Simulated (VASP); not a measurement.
# MgO (rocksalt type) (Fm-3m) in VASP: relaxation of cell and atoms with PBE

Aim: the relaxation of cell and atoms of MgO (rocksalt type) with PBE.

Everything below comes from runs of VASP 6.6.1. Logs are shortened: lines on timing, memory, paths and dates and some standing lists are left out, and cuts for length are marked.

## (1) The cell of the first run

Symmetry: Fm-3m, No. 225, cubic system. Conventional cell: a = 4.465 Å, b = 4.465 Å, c = 4.465 Å, α = 90.00°, β = 90.00°, γ = 90.00°. Within 3.0 Å of Mg (site symmetry m-3m) lie 6 O at 2.23 Å. Within 3.0 Å of O (site symmetry m-3m) lie 6 Mg at 2.23 Å.

## (2) Relaxation of cell and atoms, PBE

INCAR

```
PREC = Accurate
ENCUT = 600
EDIFF = 1E-6
ISMEAR = -1
SIGMA = 0.05
LREAL = False
LASPH = True
NELM = 60
ALGO = Normal
ISIF = 3
LWAVE = False
LCHARG = False
GGA = PE
IBRION = 2
NSW = 100
EDIFFG = -0.005
```

KPOINTS

```
Automatic mesh
0
Gamma
  16 16 16
```

POSCAR

```
MgO
1.0
    0.0000000000      2.2322827293      2.2322827293
    2.2322827293      0.0000000000      2.2322827293
    2.2322827293      2.2322827293      0.0000000000
Mg O
1 1
Direct
    0.0000000000      0.0000000000      0.0000000000
    0.5000000000      0.5000000000      0.5000000000
```

Potentials or basis: VASP PAW PBE potentials, release 64 (Mg, O).

Started as:

```bash
cat potpaw_PBE.64/Mg/POTCAR potpaw_PBE.64/O/POTCAR > POTCAR
mpirun -np 1 vasp_std > vasp.out
```

OUTCAR:

```text
PREC = Accurate
   ENCUT = 600
   EDIFF = 1E-6
   ISMEAR = -1
   LREAL = False
   LASPH = True
   NELM = 60
   ISIF = 3
   GGA = PE
   IBRION = 2
   NSW = 100
   EDIFFG = -0.005

 ion  position               nearest neighbor table
   1  0.000  0.000  0.000-   2 2.23   2 2.23   2 2.23   2 2.23   2 2.23   2 2.23
   2  0.500  0.500  0.500-   1 2.23   1 2.23   1 2.23   1 2.23   1 2.23   1 2.23

  LATTYP: Found a face centered cubic cell.
 ALAT       =     4.4645654586

  Lattice vectors:

 A1 = (   0.0000000000,   2.2322827293,   2.2322827293)
 A2 = (   2.2322827293,   0.0000000000,   2.2322827293)
 A3 = (   2.2322827293,   2.2322827293,   0.0000000000)

Analysis of symmetry for initial positions (statically):
=====================================================================
 Subroutine PRICEL returns:
 Original cell was already a primitive cell.

 Routine SETGRP: Setting up the symmetry group for a
 face centered cubic supercell.

 Subroutine GETGRP returns: Found 48 space group operations
 (whereof 48 operations were pure point group operations)
 out of a pool of 48 trial point group operations.

The static configuration has the point symmetry O_h .

Analysis of symmetry for dynamics (positions and initial velocities):
=====================================================================
 Subroutine PRICEL returns:
 Original cell was already a primitive cell.

 Routine SETGRP: Setting up the symmetry group for a
 face centered cubic supercell.

 Subroutine GETGRP returns: Found 48 space group operations
 (whereof 48 operations were pure point group operations)
 out of a pool of 48 trial point group operations.

The dynamic configuration has the point symmetry O_h .

 Subroutine INISYM returns: Found 48 space group operations
 (whereof 48 operations are pure point group operations),
 and found     1 'primitive' translations

----------------------------------------------------------------------------------------

                                     Primitive cell

  volume of cell :      22.2473

  direct lattice vectors                    reciprocal lattice vectors
     0.000000000  2.232282729  2.232282729    -0.223985964  0.223985964  0.223985964
     2.232282729  0.000000000  2.232282729     0.223985964 -0.223985964  0.223985964
     2.232282729  2.232282729  0.000000000     0.223985964  0.223985964 -0.223985964

  length of vectors
     3.156924511  3.156924511  3.156924511     0.387955071  0.387955071  0.387955071

  position of ions in fractional coordinates (direct lattice)
     0.000000000  0.000000000  0.000000000
     0.500000000  0.500000000  0.500000000

  ion indices of the primitive-cell ions
   primitive index   ion index
                 1           1
                 2           2

----------------------------------------------------------------------------------------

 KPOINTS: Automatic mesh

Automatic generation of k-mesh.
 Grid dimensions read from file:
 generate k-points for:   16   16   16

 Generating k-lattice:

  Cartesian coordinates                     Fractional coordinates (reciprocal lattice)
    -0.013999123  0.013999123  0.013999123     0.062500000  0.000000000  0.000000000
     0.013999123 -0.013999123  0.013999123     0.000000000  0.062500000  0.000000000
     0.013999123  0.013999123 -0.013999123     0.000000000  0.000000000  0.062500000

  Length of vectors
     0.024247192  0.024247192  0.024247192

  Shift w.r.t. Gamma in fractional coordinates (k-lattice)
     0.000000000  0.000000000  0.000000000

 Subroutine IBZKPT returns following result:
 ===========================================

 Found    145 irreducible k-points:

 Following reciprocal coordinates:
            Coordinates               Weight
  0.000000  0.000000  0.000000      1.000000
  0.062500  0.000000  0.000000      8.000000
  0.125000  0.000000  0.000000      8.000000
  0.187500  0.000000  0.000000      8.000000
  0.250000  0.000000  0.000000      8.000000
  0.312500  0.000000  0.000000      8.000000
[... 16 lines left out ...]
 -0.125000  0.062500  0.000000     24.000000
 -0.062500  0.062500  0.000000     12.000000
 [... further k-points ...]
   k-points           NKPTS =    145   k-points in BZ     NKDIM =    145   number of bands    NBANDS=      8
   number of dos      NEDOS =    301   number of ions     NIONS =      2
   total plane-waves  NPLWV =  21952
   dimension x,y,z NGX =    28 NGY =   28 NGZ =   28
   dimension x,y,z NGXF=    56 NGYF=   56 NGZF=   56
   ions per type =               1   1
   NGX,Y,Z   is equivalent  to a cutoff of  14.75, 14.75, 14.75 a.u.
   NGXF,Y,Z  is equivalent  to a cutoff of  29.49, 29.49, 29.49 a.u.
 SYSTEM =  unknown system
   PREC   = accura    normal or accurate (medium, high low for compatibility)
   ISTART =      0    job   : 0-new  1-cont  2-samecut
   ICHARG =      2    charge: 1-file 2-atom 10-const
   ISPIN  =      1    spin polarized calculation?
   LNONCOLLINEAR =      F non collinear calculations
   LSORBIT =      F    spin-orbit coupling
   LASPH  =      T    aspherical Exc in radial PAW
   ENCUT  =  600.0 eV  44.10 Ry    6.64 a.u.   6.31  6.31  6.31*2*pi/ulx,y,z
   NELM   =     60;   NELMIN=  2; NELMDL= -5     # of ELM steps
   EDIFF  = 0.1E-05   stopping-criterion for ELM
   LREAL  =      F    real-space projection
   EDIFFG = -.5E-02   stopping-criterion for IOM
   NSW    =    100    number of steps for IOM
   IBRION =      2    ionic relax: 0-MD 1-quasi-New 2-CG
   NFREE  =      1    steps in history (QN), initial steepest desc. (CG)
   ISIF   =      3    stress and relaxation
   ISYM   =      2    0-nonsym 1-usesym 2-fastsym
   POTIM  = 0.5000    time-step for ionic-motion
   TEBEG  =    0.0;   TEEND  =   0.0 temperature during run
   PSTRESS=    0.0 pullay stress
   NELECT =       8.0000    total number of electrons
   NUPDOWN=      -1.0000    fix difference up-down
   EMIN   =  10.00;   EMAX   =-10.00  energy-range for DOS
   EFERMI =   0.00;   METHOD = LEGACY
   ISMEAR =    -1;   SIGMA  =   0.05  broadening in eV -4-tet -1-fermi 0-gaus
   EFERMI_NEDOS =   21; number of points for ismear=-14 and -15
   IALGO  =     38    algorithm
   IMIX   =      4    mixing-type and parameters
     AMIX     =   0.40;   BMIX     =  1.00
     AMIX_MAG =   1.60;   BMIX_MAG =  1.00
  volume/ion in A,a.u.               =      11.12        75.07
  Fermi-wavevector in a.u.,A,eV,Ry     =   1.164159  2.199941 18.439515  1.355266
  Thomas-Fermi vector in A             =   2.300700
   LORBIT       =      0    0 simple, 1 ext, 2 COOP (PROOUT), +10 PAW based schemes
   GGA     = PE    functional components
   LHFCALC =     F    Hartree Fock is set to
   AEXX    =    0.0000 exact exchange contribution
   IVDW    =     0    specifies the selected vdW correction
   LEPSILON=     F    determine dielectric tensor
   LRPA    =     F    only Hartree local field effects (RPA)
 conjugate gradient relaxation of ions
 non-spin polarized calculation
  energy-cutoff  :      600.00
  volume of cell :       22.25
 maximum number of plane-waves:       754
 NGX is ok and might be reduce to    28
   NGX = 13   NGY = 13   NGZ = 13

--------------------------------------- Ionic step        1  -------------------------------------------

 number of electron       7.9999999 magnetization

 Free energy of the ion-electron system (eV)
  ---------------------------------------------------
  ext. energy  EPLUGINS =         0.00000000
  ---------------------------------------------------
  free energy    TOTEN  =       -11.73348291 eV

  energy without entropy =      -11.73348291  energy(sigma->0) =      -11.73348291

------------------------ aborting loop because EDIFF is reached ----------------------------------------

  FORCE on cell =-STRESS in cart. coord.  units (eV):
  Direction    XX          YY          ZZ          XY          YZ          ZX
  --------------------------------------------------------------------------------------
  -------------------------------------------------------------------------------------
  Total       -2.3532104     -2.3532104     -2.3532104      0.0000000      0.0000000      0.0000000
  in kB     -169.4703579   -169.4703579   -169.4703579      0.0000000      0.0000000      0.0000000
  external PRESSURE =    -169.4703579 kB  Pullay stress =       0.0000000 kB
[... 57 lines left out ...]
  energy  without entropy=      -11.9174343810  energy(sigma->0) =      -11.91743438

--------------------------------------- Ionic step        3  -------------------------------------------

 number of electron       8.0000000 magnetization

 Free energy of the ion-electron system (eV)
  ---------------------------------------------------
  ext. energy  EPLUGINS =         0.00000000
  ---------------------------------------------------
  free energy    TOTEN  =       -11.92246138 eV

  energy without entropy =      -11.92246138  energy(sigma->0) =      -11.92246138

 E-fermi :   4.0247     XC(G=0): -10.9732

 val. band max:        3.0180977297   @ k =   0.0000   0.0000   0.0000
 cond. band min:       7.5334177931   @ k =   0.0000   0.0000   0.0000
 fundamental gap:      4.5153200634
 Fermi energy:         4.0246716104

 k-point     1 :       0.0000    0.0000    0.0000
  band No.  band energies     occupation
      1     -14.1302      2.00000
      2       3.0181      2.00000
      3       3.0181      2.00000
      4       3.0181      2.00000
      5       7.5334      0.00000
      6      18.6957      0.00000
      7      18.6957      0.00000
      8      18.6957      0.00000
[... 243 lines left out ...]
 k-point    24 :      -0.0625    0.0625    0.0000
  band No.  band energies     occupation
      1     -14.0245      2.00000
      2       2.3773      2.00000
      3       2.8935      2.00000
      4       2.9738      2.00000
      5       8.1934      0.00000
      6      17.4072      0.00000
      7      18.9114      0.00000
      8      18.9537      0.00000

 [... further k-points ...]
[... 5 lines left out ...]
  --------------------------------------------------------------------------------------
  -------------------------------------------------------------------------------------
  Total        0.0076802      0.0076802      0.0076802     -0.0000000      0.0000000      0.0000000
  in kB        0.6441674      0.6441674      0.6441674     -0.0000000      0.0000000      0.0000000
  external PRESSURE =       0.6441674 kB  Pullay stress =       0.0000000 kB
[... 17 lines left out ...]
  FREE ENERGIE OF THE ION-ELECTRON SYSTEM (eV)
  ---------------------------------------------------
  free  energy   TOTEN  =       -11.9224613809 eV

  energy  without entropy=      -11.9224613809  energy(sigma->0) =      -11.92246138

 reached required accuracy - stopping structural energy minimisation
```

Wall time 55 s (1 thread of Intel Xeon 6975P-C, shared host); peak memory 0.19 GiB.

What came out:

| Property | Result |
| --- | --- |
| Free energy | -11.9225 eV |
| Relaxed volume | 9.55 Å³/atom |
| Relaxed cell | a = 3.001 Å, b = 3.001 Å, c = 3.001 Å, α = 60.00°, β = 60.00°, γ = 60.00° |
| Space group after relaxing (to 0.05 Å) | Fm-3m (No. 225) |
| Energy gained by relaxing | 94.5 meV/atom |
| Ionic steps | 3 |
| Pressure after relaxing | 0.1 GPa |
| Band gap on the k mesh | 4.52 eV, direct |

The path:
| step | energy change (eV) | largest force (eV/Å) | pressure (GPa) | volume (Å³) |
| --- | --- | --- | --- | --- |
| 1 | 0.0000 | 0.0000 | -16.95 | 22.25 |
| 2 | -0.1840 | 0.0000 | 3.75 | 18.67 |
| 3 | -0.1890 | 0.0000 | 0.06 | 19.10 |

Final structure:
```
Mg O
1.0
     0.00000    2.12171    2.12171
     2.12171    0.00000    2.12171
     2.12171    2.12171    0.00000
Mg O
1 1
Direct
  0.00000 0.00000 0.00000
  0.50000 0.50000 0.50000
```
